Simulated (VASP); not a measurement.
# TaRu in VASP: a series of runs

TaRu is run at these levels: LDA; tasks: electric field gradients.

Everything below comes from runs of VASP 6.6.1. Logs are shortened: lines on timing, memory, paths and dates and some standing lists are left out, and cuts for length are marked.

### Step 1. The cell of the first run

The structure is tetragonal, space group P4/mmm (No. 123). Conventional cell: a = 3.219 Å, b = 3.219 Å, c = 3.187 Å, α = 90.00°, β = 90.00°, γ = 90.00°. Ta (site symmetry 4/mmm) has 8 Ru at 2.78 Å and 6 Ta at 3.19 to 3.22 Å within 3.7 Å. Within 3.7 Å of Ru (site symmetry 4/mmm) lie 8 Ta at 2.78 Å and 6 Ru at 3.19 to 3.22 Å.

### Step 2. Electric field gradients, LDA (equal xx and yy strain of +1 %)

INCAR

```
ALGO = Normal ; EDIFF = 1E-8
ENCUT = 400 ; GGA_COMPAT = F
ISIF = 2 ; ISMEAR = -1
LASPH = T ; LCHARG = F
LEFG = T ; LREAL = F
LWAVE = F ; NBANDS = 20
NELM = 120 ; PREC = Accurate
SIGMA = 0.03
```

KPOINTS

```
k-points
0
Gamma
  13 13 13
```

POSCAR

```
TaRu
1.0
    3.2188700000      0.0000000000      0.0000000000
    0.0000000000      3.2188700000      0.0000000000
    0.0000000000      0.0000000000      3.1870000000
Ta Ru
1 1
Direct
    0.5000000000      0.5000000000      0.5000000000
    0.0000000000      0.0000000000      0.0000000000
```

Potentials or basis: VASP PAW LDA potentials, release 64 (Ta_pv, Ru_pv).

Launch:

```bash
$ cat potpaw_LDA.64/Ta_pv/POTCAR potpaw_LDA.64/Ru_pv/POTCAR > POTCAR
$ mpirun -np 1 vasp_std > vasp.out
```

OUTCAR:

```text
EDIFF = 1E-8
   ENCUT = 400
   ISIF = 2
   ISMEAR = -1
   LASPH = T
   LREAL = F
   NELM = 120
   PREC = Accurate

 ion  position               nearest neighbor table
   1  0.500  0.500  0.500-   2 2.78   2 2.78   2 2.78   2 2.78   2 2.78   2 2.78   2 2.78   2 2.78

   2  0.000  0.000  0.000-   1 2.78   1 2.78   1 2.78   1 2.78   1 2.78   1 2.78   1 2.78   1 2.78

  LATTYP: Found a simple tetragonal cell.
 ALAT       =     3.2188700000
 C/A-ratio  =     0.9900990099

  Lattice vectors:

 A1 = (   3.2188700000,   0.0000000000,   0.0000000000)
 A2 = (   0.0000000000,   3.2188700000,   0.0000000000)
 A3 = (   0.0000000000,   0.0000000000,   3.1870000000)

Analysis of symmetry for initial positions (statically):
=====================================================================
 Subroutine PRICEL returns:
 Original cell was already a primitive cell.

 Routine SETGRP: Setting up the symmetry group for a
 simple tetragonal supercell.

 Subroutine GETGRP returns: Found 16 space group operations
 (whereof 16 operations were pure point group operations)
 out of a pool of 16 trial point group operations.

The static configuration has the point symmetry D_4h.

Analysis of symmetry for dynamics (positions and initial velocities):
=====================================================================
 Subroutine PRICEL returns:
 Original cell was already a primitive cell.

 Routine SETGRP: Setting up the symmetry group for a
 simple tetragonal supercell.

 Subroutine GETGRP returns: Found 16 space group operations
 (whereof 16 operations were pure point group operations)
 out of a pool of 16 trial point group operations.

The dynamic configuration has the point symmetry D_4h.

 Subroutine INISYM returns: Found 16 space group operations
 (whereof 16 operations are pure point group operations),
 and found     1 'primitive' translations

----------------------------------------------------------------------------------------

                                     Primitive cell

  volume of cell :      33.0209

  direct lattice vectors                    reciprocal lattice vectors
     3.218870000  0.000000000  0.000000000     0.310668029  0.000000000  0.000000000
     0.000000000  3.218870000  0.000000000     0.000000000  0.310668029  0.000000000
     0.000000000  0.000000000  3.187000000     0.000000000  0.000000000  0.313774710

  length of vectors
     3.218870000  3.218870000  3.187000000     0.310668029  0.310668029  0.313774710

  position of ions in fractional coordinates (direct lattice)
     0.500000000  0.500000000  0.500000000
     0.000000000  0.000000000  0.000000000

  ion indices of the primitive-cell ions
   primitive index   ion index
                 1           1
                 2           2

----------------------------------------------------------------------------------------

 KPOINTS: k-points

Automatic generation of k-mesh.
 Grid dimensions read from file:
 generate k-points for:   13   13   13

 Generating k-lattice:

  Cartesian coordinates                     Fractional coordinates (reciprocal lattice)
     0.023897541  0.000000000  0.000000000     0.076923077  0.000000000  0.000000000
     0.000000000  0.023897541  0.000000000     0.000000000  0.076923077  0.000000000
     0.000000000  0.000000000  0.024136516     0.000000000  0.000000000  0.076923077

  Length of vectors
     0.023897541  0.023897541  0.024136516

  Shift w.r.t. Gamma in fractional coordinates (k-lattice)
     0.000000000  0.000000000  0.000000000

 Subroutine IBZKPT returns following result:
 ===========================================

 Found    196 irreducible k-points:

 Following reciprocal coordinates:
            Coordinates               Weight
  0.000000  0.000000  0.000000      1.000000
  0.076923  0.000000  0.000000      4.000000
  0.153846  0.000000  0.000000      4.000000
  0.230769  0.000000  0.000000      4.000000
  0.307692  0.000000  0.000000      4.000000
  0.384615  0.000000  0.000000      4.000000
[... 16 lines left out ...]
  0.307692  0.307692  0.000000      4.000000
  0.384615  0.307692  0.000000      8.000000
 [... further k-points ...]
   k-points           NKPTS =    196   k-points in BZ     NKDIM =    196   number of bands    NBANDS=     20
   number of dos      NEDOS =    301   number of ions     NIONS =      2
   total plane-waves  NPLWV =  13824
   dimension x,y,z NGX =    24 NGY =   24 NGZ =   24
   dimension x,y,z NGXF=    48 NGYF=   48 NGZF=   48
   ions per type =               1   1
   NGX,Y,Z   is equivalent  to a cutoff of  12.40, 12.40, 12.52 a.u.
   NGXF,Y,Z  is equivalent  to a cutoff of  24.79, 24.79, 25.04 a.u.
 SYSTEM =  unknown system
   PREC   = accura    normal or accurate (medium, high low for compatibility)
   ISTART =      0    job   : 0-new  1-cont  2-samecut
   ICHARG =      2    charge: 1-file 2-atom 10-const
   ISPIN  =      1    spin polarized calculation?
   LNONCOLLINEAR =      F non collinear calculations
   LSORBIT =      F    spin-orbit coupling
   LASPH  =      T    aspherical Exc in radial PAW
   ENCUT  =  400.0 eV  29.40 Ry    5.42 a.u.   5.25  5.25  5.20*2*pi/ulx,y,z
   NELM   =    120;   NELMIN=  2; NELMDL= -5     # of ELM steps
   EDIFF  = 0.1E-07   stopping-criterion for ELM
   LREAL  =      F    real-space projection
   EDIFFG = 0.1E-06   stopping-criterion for IOM
   NSW    =      0    number of steps for IOM
   IBRION =     -1    ionic relax: 0-MD 1-quasi-New 2-CG
   NFREE  =      0    steps in history (QN), initial steepest desc. (CG)
   ISIF   =      2    stress and relaxation
   ISYM   =      2    0-nonsym 1-usesym 2-fastsym
   POTIM  = 0.5000    time-step for ionic-motion
   TEBEG  =    0.0;   TEEND  =   0.0 temperature during run
   PSTRESS=    0.0 pullay stress
   NELECT =      25.0000    total number of electrons
   NUPDOWN=      -1.0000    fix difference up-down
   EMIN   =  10.00;   EMAX   =-10.00  energy-range for DOS
   EFERMI =   0.00;   METHOD = LEGACY
   ISMEAR =    -1;   SIGMA  =   0.03  broadening in eV -4-tet -1-fermi 0-gaus
   EFERMI_NEDOS =   21; number of points for ismear=-14 and -15
   IALGO  =     38    algorithm
   IMIX   =      4    mixing-type and parameters
     AMIX     =   0.40;   BMIX     =  1.00
     AMIX_MAG =   1.60;   BMIX_MAG =  1.00
  volume/ion in A,a.u.               =      16.51       111.42
  Fermi-wavevector in a.u.,A,eV,Ry     =   1.492079  2.819621 30.290652  2.226300
  Thomas-Fermi vector in A             =   2.604653
   LORBIT       =      0    0 simple, 1 ext, 2 COOP (PROOUT), +10 PAW based schemes
   GGA     = CA    functional components
   LHFCALC =     F    Hartree Fock is set to
   AEXX    =    0.0000 exact exchange contribution
   IVDW    =     0    specifies the selected vdW correction
   LEPSILON=     F    determine dielectric tensor
   LRPA    =     F    only Hartree local field effects (RPA)
 non-spin polarized calculation
  energy-cutoff  :      400.00
  volume of cell :       33.02
 maximum number of plane-waves:       619
 NGX is ok and might be reduce to    24
   NGX = 11   NGY = 11   NGZ = 11

 number of electron      25.0000002 magnetization

 Free energy of the ion-electron system (eV)
  ---------------------------------------------------
  ext. energy  EPLUGINS =         0.00000000
  ---------------------------------------------------
  free energy    TOTEN  =       -23.83511230 eV

  energy without entropy =      -23.82442288  energy(sigma->0) =      -23.82976759

 E-fermi :   8.8920     XC(G=0): -13.2421

 val. band max:        8.8866085812   @ k =   0.4615   0.3846   0.2308
 cond. band min:       8.8921476427   @ k =   0.1538   0.0000   0.3846
 fundamental gap:      0.0055390615
 Fermi energy:         8.8919992202

 k-point     1 :       0.0000    0.0000    0.0000
  band No.  band energies     occupation
      1     -34.0120      2.00000
      2     -34.0120      2.00000
      3     -34.0120      2.00000
      4     -26.0100      2.00000
      5     -26.0100      2.00000
      6     -25.9998      2.00000
[... 12 lines left out ...]
     19      16.6588      0.00000
     20      16.9323      0.00000

 k-point     2 :       0.0769    0.0000    0.0000
  band No.  band energies     occupation
      1     -34.0164      2.00000
      2     -34.0110      2.00000
      3     -34.0107      2.00000
      4     -26.0271      2.00000
      5     -26.0100      2.00000
      6     -25.9998      2.00000
[... 498 lines left out ...]
 k-point    24 :       0.3846    0.3077    0.0000
  band No.  band energies     occupation
      1     -34.0889      2.00000
      2     -34.0682      2.00000
      3     -33.9910      2.00000
      4     -26.2243      2.00000
      5     -26.1635      2.00000
      6     -25.9834      2.00000
[... 12 lines left out ...]
     19      18.3366      0.00000
     20      18.9364      0.00000

 [... further k-points ...]

------------------------ aborting loop because EDIFF is reached ----------------------------------------

  FORCE on cell =-STRESS in cart. coord.  units (eV):
  Direction    XX          YY          ZZ          XY          YZ          ZX
  --------------------------------------------------------------------------------------
  -------------------------------------------------------------------------------------
  Total       -3.9713908     -3.9713908     -4.4124190      0.0000000      0.0000000      0.0000000
  in kB     -192.6922615   -192.6922615   -214.0909913      0.0000000      0.0000000      0.0000000
  external PRESSURE =    -199.8251714 kB  Pullay stress =       0.0000000 kB

 VOLUME and BASIS-vectors are now :
 -----------------------------------------------------------------------------
  energy-cutoff  :      400.00
  volume of cell :       33.02
      direct lattice vectors                 reciprocal lattice vectors
     3.218870000  0.000000000  0.000000000     0.310668029  0.000000000  0.000000000
     0.000000000  3.218870000  0.000000000     0.000000000  0.310668029  0.000000000
     0.000000000  0.000000000  3.187000000     0.000000000  0.000000000  0.313774710

 POSITION                                       TOTAL-FORCE (eV/Angst)
 -----------------------------------------------------------------------------------
      1.60943      1.60943      1.59350         0.000000      0.000000      0.000000
      0.00000      0.00000      0.00000         0.000000      0.000000      0.000000
 -----------------------------------------------------------------------------------
    total drift:                                0.000000      0.000000     -0.000000

  FREE ENERGIE OF THE ION-ELECTRON SYSTEM (eV)
  ---------------------------------------------------
  free  energy   TOTEN  =       -23.8351122976 eV

  energy  without entropy=      -23.8244228783  energy(sigma->0) =      -23.82976759

 Electric field gradients (V/A^2)
---------------------------------------------------------------------
 ion       V_xx      V_yy      V_zz      V_xy      V_xz      V_yz
---------------------------------------------------------------------
   1      -0.281    -0.281     0.561    -0.000     0.000    -0.000
   2       0.969     0.969    -1.938    -0.000     0.000    -0.000
---------------------------------------------------------------------

 Electric field gradients after diagonalization (V/A^2)
 (convention: |V_zz| > |V_xx| > |V_yy|)
----------------------------------------------------------------------
 ion       V_xx      V_yy      V_zz     asymmetry (V_yy - V_xx)/ V_zz
----------------------------------------------------------------------
   1      -0.281    -0.281     0.561       0.000
   2       0.969     0.969    -1.938       0.000
----------------------------------------------------------------------

           NMR quadrupolar parameters

 Cq : quadrupolar parameter    Cq=e*Q*V_zz/h
 eta: asymmetry parameters     (V_yy - V_xx)/ V_zz
 Q  : nuclear electric quadrupole moment in mb (millibarn)
----------------------------------------------------------------------
 ion       Cq(MHz)       eta       Q (mb)
----------------------------------------------------------------------
   1       0.001       0.000       1.000
   2      -0.005       0.000       1.000
----------------------------------------------------------------------
```

Run time: 27 s. Hardware: 1 thread of Intel Xeon 6975P-C (Granite Rapids), shared host; peak memory 0.19 GiB.

What came out:

| Property | Result |
| --- | --- |
| Free energy | -23.8351 eV |
| Pressure | -20.0 GPa |
| Band gap on the k mesh | zero (an odd number of electrons rules out a gap without spin polarisation) |
| Largest electric field gradient by atom | Ta +0.6; Ru -1.9 V/Å² |

Stress tensor (GPa, compression positive):
```
-19.27   0.00   0.00
  0.00 -19.27   0.00
  0.00   0.00 -21.41
```

Electric field gradients, principal values (V/Å²):
```tsv
atom	least	middle	greatest (by size)
1 Ta	-0.281	-0.281	0.561
2 Ru	0.969	0.969	-1.938
```

Caveat: the cell differs from its parent crystal (equal xx and yy strain of +1 %); the cell stands under tension; without QUAD_EFG the Cq values of the log hold for a quadrupole moment of 1 mb, not for the nuclei; spin-orbit coupling is left out, which moves the levels of the heavy elements.

### Step 3. Electric field gradients, LDA (equal xx and yy strain of +1 %)

INCAR

```
SYSTEM = TaRu
  ALGO = Normal
  EDIFF = 1E-8
  ENCUT = 400
  GGA = CA
  GGA_COMPAT = .False.
  ISIF = 2
  ISMEAR = -1
  LASPH = .True.
  LCHARG = .False.
  LEFG = .True.
  LREAL = .False.
  LWAVE = .False.
  NBANDS = 20
  NELM = 120
  PREC = Accurate
  SIGMA = 0.03
```

KPOINTS

```
k-points
0
Gamma
  13 13 13
  0 0 0
```

POSCAR is that of step 2.

Potentials or basis: VASP PAW LDA potentials, release 64 (Ta_pv, Ru_pv).

Launch:

```bash
$ cat potpaw_LDA.64/Ta_pv/POTCAR potpaw_LDA.64/Ru_pv/POTCAR > POTCAR
$ mpirun -np 1 vasp_std > vasp.out
```

OUTCAR:

```text
SYSTEM = TaRu
   EDIFF = 1E-8
   ENCUT = 400
   GGA = CA
   ISIF = 2
   ISMEAR = -1
   LASPH = .True.
   LREAL = .False.
   NELM = 120
   PREC = Accurate

 ion  position               nearest neighbor table
   1  0.500  0.500  0.500-   2 2.78   2 2.78   2 2.78   2 2.78   2 2.78   2 2.78   2 2.78   2 2.78

   2  0.000  0.000  0.000-   1 2.78   1 2.78   1 2.78   1 2.78   1 2.78   1 2.78   1 2.78   1 2.78

  LATTYP: Found a simple tetragonal cell.
 ALAT       =     3.2188700000
 C/A-ratio  =     0.9900990099

  Lattice vectors:

 A1 = (   3.2188700000,   0.0000000000,   0.0000000000)
[... 766 lines left out ...]
  free  energy   TOTEN  =       -23.8351122976 eV

  energy  without entropy=      -23.8244228783  energy(sigma->0) =      -23.82976759

 Electric field gradients (V/A^2)
---------------------------------------------------------------------
 ion       V_xx      V_yy      V_zz      V_xy      V_xz      V_yz
---------------------------------------------------------------------
   1      -0.281    -0.281     0.561    -0.000     0.000    -0.000
   2       0.969     0.969    -1.938    -0.000     0.000    -0.000
---------------------------------------------------------------------

 Electric field gradients after diagonalization (V/A^2)
 (convention: |V_zz| > |V_xx| > |V_yy|)
----------------------------------------------------------------------
 ion       V_xx      V_yy      V_zz     asymmetry (V_yy - V_xx)/ V_zz
----------------------------------------------------------------------
   1      -0.281    -0.281     0.561       0.000
   2       0.969     0.969    -1.938       0.000
----------------------------------------------------------------------

           NMR quadrupolar parameters

 Cq : quadrupolar parameter    Cq=e*Q*V_zz/h
 eta: asymmetry parameters     (V_yy - V_xx)/ V_zz
 Q  : nuclear electric quadrupole moment in mb (millibarn)
----------------------------------------------------------------------
 ion       Cq(MHz)       eta       Q (mb)
----------------------------------------------------------------------
   1       0.001       0.000       1.000
   2      -0.005       0.000       1.000
----------------------------------------------------------------------
```

OSZICAR:

```text
N       E                     dE             d eps       ncg     rms          rms(c)
DAV:   1     0.195465829659E+03    0.19547E+03   -0.12289E+04  7896   0.105E+03
DAV:   2    -0.204938334728E+02   -0.21596E+03   -0.21157E+03  8728   0.352E+02
DAV:   3    -0.251098865015E+02   -0.46161E+01   -0.45742E+01  9104   0.538E+01
DAV:   4    -0.251454126926E+02   -0.35526E-01   -0.35457E-01  9412   0.477E+00
DAV:   5    -0.251460277000E+02   -0.61501E-03   -0.61453E-03  9452   0.534E-01    0.164E+01
DAV:   6    -0.240705567319E+02    0.10755E+01   -0.15513E+00  8880   0.107E+01    0.646E+00
DAV:   7    -0.239073119706E+02    0.16324E+00   -0.95793E-01  8788   0.571E+00    0.231E+00
DAV:   8    -0.238409795409E+02    0.66332E-01   -0.36886E-01  8824   0.319E+00    0.589E-01
DAV:   9    -0.238354693913E+02    0.55101E-02   -0.79160E-03  9156   0.797E-01    0.203E-01
DAV:  10    -0.238351093339E+02    0.36006E-03   -0.37181E-04 10112   0.160E-01    0.437E-02
DAV:  11    -0.238351119193E+02   -0.25854E-05   -0.71850E-06  9148   0.214E-02    0.175E-02
DAV:  12    -0.238351123422E+02   -0.42298E-06   -0.29100E-06  9152   0.988E-03    0.245E-03
DAV:  13    -0.238351122989E+02    0.43382E-07   -0.94658E-08  9340   0.265E-03    0.323E-04
DAV:  14    -0.238351122976E+02    0.12578E-08   -0.30934E-09  5916   0.428E-04
   1 F= -.23835112E+02 E0= -.23829768E+02  d E =-.106894E-01
```

Run time: 28 s. Hardware: 1 thread of Intel Xeon 6975P-C (Granite Rapids), shared host; peak memory 0.19 GiB.

What came out:

- Free energy: -23.8351 eV
- Pressure: -20.0 GPa
- Band gap on the k mesh: zero (an odd number of electrons rules out a gap without spin polarisation)
- Largest electric field gradient by atom: Ta +0.6; Ru -1.9 V/Å²

Electric field gradients, principal values (V/Å²):
```csv
atom,least,middle,greatest (by size)
1 Ta,-0.281,-0.281,0.561
2 Ru,0.969,0.969,-1.938
```

Caveat: the cell differs from its parent crystal (equal xx and yy strain of +1 %); the cell stands under tension; without QUAD_EFG the Cq values of the log hold for a quadrupole moment of 1 mb, not for the nuclei; spin-orbit coupling is left out, which moves the levels of the heavy elements.

(Part 1 of 3 ends here.)
